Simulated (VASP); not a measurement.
Set up this calculation in VASP 6.6.1, as the native input.

* Task: relaxation of cell and atoms
* Functional: LDA
* Potentials or basis: VASP PAW LDA potentials, release 64 (Ca_sv, Se)
* Cutoff: 500 eV
* k mesh: 8 × 8 × 8
* Occupations: gaussian, width 0.02 eV
* Spin: no spin polarisation
* Dipole correction: no
* Further INCAR settings: ALGO = Normal; EDIFF = 1e-07; IBRION = 2; EDIFFG = -0.002; NSW = 100; ISIF = 3

The structure of CaSe (l.bB) lies in POSCAR:

```
CaSe
1.0
    0.0000000000      2.9450000000      2.9450000000
    2.9450000000      0.0000000000      2.9450000000
    2.9450000000      2.9450000000      0.0000000000
Ca Se
1 1
Direct
    0.0000000000      0.0000000000      0.0000000000
    0.5000000000      0.5000000000      0.5000000000
```

The input as run:

INCAR

```
PREC     = Accurate       # precision mode
ENCUT    = 500            # plane-wave cutoff, eV
EDIFF    = 1E-7           # SCF threshold, eV
ISMEAR   = 0              # smearing method
SIGMA    = 0.02           # smearing width, eV
LREAL    = F              # projectors in reciprocal space
LASPH    = T              # aspherical terms in the spheres
NELM     = 120            # most SCF steps
ALGO     = Normal         # electronic algorithm
ISIF     = 3              # what is computed and relaxed
LWAVE    = F              # write WAVECAR
LCHARG   = F              # write CHGCAR
IBRION   = 2              # ionic algorithm
NSW      = 100            # ionic steps
EDIFFG   = -0.002         # ionic threshold
GGA_COMPAT= F            
NELMIN   = 4
```

KPOINTS

```
regular mesh
0
Gamma
  8 8 8
```

Potentials or basis: VASP PAW LDA potentials, release 64 (Ca_sv, Se).

Command:

```sh
$ cat potpaw_LDA.64/Ca_sv/POTCAR potpaw_LDA.64/Se/POTCAR > POTCAR
$ mpirun -np 1 vasp_std > vasp.out
```

It gave:

| Item | Value |
| --- | --- |
| Relaxed volume | 24.40 Å³/atom |
| Relaxed cell | a = 4.102 Å, b = 4.102 Å, c = 4.102 Å, α = 60.00°, β = 60.00°, γ = 60.00° |
| Space group after relaxing (to 0.05 Å) | Fm-3m (No. 225) |
| Energy gained by relaxing | 8.9 meV/atom |
| Ionic steps | 3 |
| Pressure after relaxing | 0.0 GPa |
| Band gap on the k mesh | 1.71 eV, indirect (least direct gap 2.71 eV) |

It took 64 s on 1 thread of Intel Xeon 8259CL, with other jobs on the host, peak memory 0.17 GiB.
